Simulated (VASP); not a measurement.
BN:

```
CELL_PARAMETERS angstrom
2.53600 0.00000 0.00000
-1.26800 2.19624 0.00000
0.00000 0.00000 4.19900
ATOMIC_POSITIONS crystal
B 0.66667 0.33333 0.00000
B 0.33333 0.66667 0.50000
N 0.66667 0.33333 0.37500
N 0.33333 0.66667 0.87500
```

Base run:

- Program: VASP 6.6.1
- Functional: PBE
- Potentials or basis: VASP PAW PBE potentials, release 64 (B, N)
- Cutoff: 600 eV
- k mesh: 12 × 12 × 8
- Occupations: gaussian, width 0.01 eV
- Spin: no spin polarisation

Its results: band gap on the k mesh 5.20 eV (least direct gap 8.35 eV); pressure 8.0 GPa; largest force 0.058 eV/Å.

Q: After a change of settings the same cell gave: band gap on the k mesh 5.15 eV (least direct gap 8.38 eV); pressure 9.9 GPa; largest force 0.182 eV/Å. Which change was it?
A. k mesh from 12 × 12 × 8 to 12 × 12 × 4
B. k mesh from 12 × 12 × 8 to 3 × 3 × 2
C. k mesh from 12 × 12 × 8 to 6 × 6 × 4

A: B.

Caveats: some runs use coarse meshes; the cell stands under pressure (at least some runs); an odd mesh through Γ misses points on the zone boundary, where band edges can lie (at least some runs).
